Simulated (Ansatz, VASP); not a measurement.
# AlNi in VASP and in Ansatz

```xyz
4
Lattice="2.8936 0.0000 0.0000 0.0000 4.0921 0.0000 0.0000 0.0000 18.0461" Properties=species:S:1:pos:R:3 pbc="T T T"
Ni    2.1702    0.0000    8.0827
Ni    2.1702    2.0461    9.9634
Al    0.7234    2.0461    7.9461
Al    0.7234    0.0000   10.1000
```

Alike in both runs: functional PBE; k mesh 13 × 9 × 1; occupations fermi-dirac, width 0.1 eV; no spin polarisation.

Ansatz relaxed the structure, and its values are those at the end. VASP's run is a single point on that final structure, the one shown.

```csv
,VASP,Ansatz
version,VASP 6.6.1,Ansatz 0.2.0
potentials or method,"VASP PAW PBE potentials, release 64 (Ni, Al)","PAW with Ansatz's default frozen-core files, scalar-relativistic"
plane-wave cutoff (eV),520,420
valence electrons in the cell,26,42
```

|  | VASP | Ansatz | Ansatz less VASP |
| --- | --- | --- | --- |
| rms of the force components (eV/Å) | 0.004 | 0.001 | -0.0035 |

VASP's potentials hold 26 valence electrons a cell and Ansatz's 42, so a difference there can come from the potentials and not from the codes. Ansatz's warnings: stress scf threshold loose.
